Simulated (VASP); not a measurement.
Input of a VASP 6.6.1 run:

POSCAR

```
SiO2
1.0
    5.0360755043      0.0000000000      0.0000000000
   -2.5180377521      4.3613693221      0.0000000000
    0.0000000000      0.0000000000      8.5650778680
Si O
4 8
Direct
    0.6666666667      0.3333333333      0.9370460690
    0.6666666667      0.3333333333      0.5629539310
    0.3333333333      0.6666666667      0.0629539310
    0.3333333333      0.6666666667      0.4370460690
    0.0000000000      0.4133082358      0.0000000000
    0.4133082358      0.4133082358      0.5000000000
    0.5866917642      0.0000000000      0.5000000000
    0.5866917642      0.5866917642      0.0000000000
    0.0000000000      0.5866917642      0.5000000000
    0.6666666667      0.3333333333      0.7500000000
    0.3333333333      0.6666666667      0.2500000000
    0.4133082358      0.0000000000      0.0000000000
```

Contents of INCAR.step1:

```
SYSTEM = SiO2
  ALGO = Normal
  EDIFF = 1E-4
  ENCUT = 520
  GGA = PE
  ISMEAR = 0
  LASPH = .TRUE.
  LCHARG = .FALSE.
  LREAL = .FALSE.
  LWAVE = .TRUE.
  NBANDS = 44
  NELM = 60
  PREC = Accurate
  SIGMA = 0.02
```

File INCAR.step2:

```
SYSTEM = SiO2
  ALGO = Normal
  EDIFF = 1E-7
  ENCUT = 520
  ISIF = 2
  ISMEAR = 0
  ISTART = 1
  LASPH = .TRUE.
  LCHARG = .FALSE.
  LMIXTAU = .TRUE.
  LREAL = .FALSE.
  LWAVE = .FALSE.
  METAGGA = R2SCAN
  NBANDS = 44
  NELM = 60
  PREC = Accurate
  SIGMA = 0.02
```

KPOINTS

```
k-points
0
G
  6 6 4
  0 0 0
```

Potentials or basis: VASP PAW PBE potentials, release 64 (Si, O).

Launch:

```bash
$ cat potpaw_PBE.64/Si/POTCAR potpaw_PBE.64/O/POTCAR > POTCAR
$ cp INCAR.step1 INCAR
$ mpirun -np 1 vasp_std > vasp.out
$ cp INCAR.step2 INCAR
$ mpirun -np 1 vasp_std > vasp.out
```

**Question.** Predict the pressure.

**Answer.** 0.1 GPa.

**Question.** What does it give for the band gap on the k mesh?

**Answer.** 6.18 eV (least direct gap 6.24 eV).

**Question.** What does it give for the largest force?

**Answer.** 0.017 eV/Å.

Forces in eV/Å, atoms in the order of the input:
```
Si   0.000  0.000 -0.017
Si   0.000  0.000  0.017
Si   0.000  0.000  0.017
Si   0.000  0.000 -0.017
O    0.000  0.000  0.000
O    0.000  0.000  0.000
O   -0.001  0.000  0.000
O    0.000  0.000  0.000
O    0.000  0.000  0.000
O    0.000  0.000  0.000
O    0.000  0.000  0.000
O    0.001  0.000  0.000
```

Caveat: the PAW data sets were made with another functional, which shifts forces and pressure a little. A k mesh can miss the band edges.
